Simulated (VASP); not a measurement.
Set up this calculation in VASP 6.6.1, as the native input.

* Task: single point
* Functional: PBEsol
* Potentials or basis: VASP PAW PBE potentials, release 64 (Ti_sv, Al)
* Cutoff: 520 eV
* k mesh: 21 × 21 × 12
* Occupations: gaussian, width 0.15 eV
* Spin: collinear spin, ferromagnetic start
* Starting moments: [0.375, 0.0] μB
* Fixed moment: 0.375 μB
* Dipole correction: no
* Further INCAR settings: ALGO = Fast; EDIFF = 1e-07; NBANDS = 18

The structure of TiAl lies in POSCAR:

```
TiAl
1.0
    2.9571946349      0.0000000000      0.0000000000
   -1.4785973175      2.5610056778      0.0000000000
    0.0000000000      0.0000000000      4.7970577516
Ti Al
1 1
Direct
    0.0000000000      0.0000000000      0.0000000000
    0.3333333333      0.6666666667      0.5000000000
```

One way to write it, as run:

INCAR

```
SYSTEM = TiAl
  PREC = Accurate
  ENCUT = 520
  EDIFF = 1E-7
  ISMEAR = 0
  SIGMA = 0.15
  LREAL = .FALSE.
  LASPH = .TRUE.
  NELM = 150
  ALGO = Fast
  ISIF = 2
  LWAVE = .FALSE.
  LCHARG = .FALSE.
  ISPIN = 2
  MAGMOM = 0.375 0
  LORBIT = 11
  NUPDOWN = 0.375
  LMAXMIX = 4
  GGA = PS
  NBANDS = 18
```

KPOINTS

```
Automatic mesh
0
G
  21 21 12
  0 0 0
```

Potentials or basis: VASP PAW PBE potentials, release 64 (Ti_sv, Al).

Command:

```console
$ cat potpaw_PBE.64/Ti_sv/POTCAR potpaw_PBE.64/Al/POTCAR > POTCAR
$ mpirun -np 1 vasp_std > vasp.out
```

Results of the run:

The pressure is -10.1 GPa, the net moment is 0.38 μB per cell and the site moments are Ti +0.23; Al +0.00 μB. The valence electrons inside the program's atomic spheres are Ti 10.16; Al 0.77.

Caveat: the PAW data sets were made with another functional, which shifts forces and pressure a little; the total moment is fixed, so each spin has its own Fermi level.

Wall time 9.7 min on 1 thread of Intel(R) Xeon(R) Platinum 8259CL CPU @ 2.50GHz (Skylake/Cascade Lake), on a shared host, peak memory 0.43 GiB.
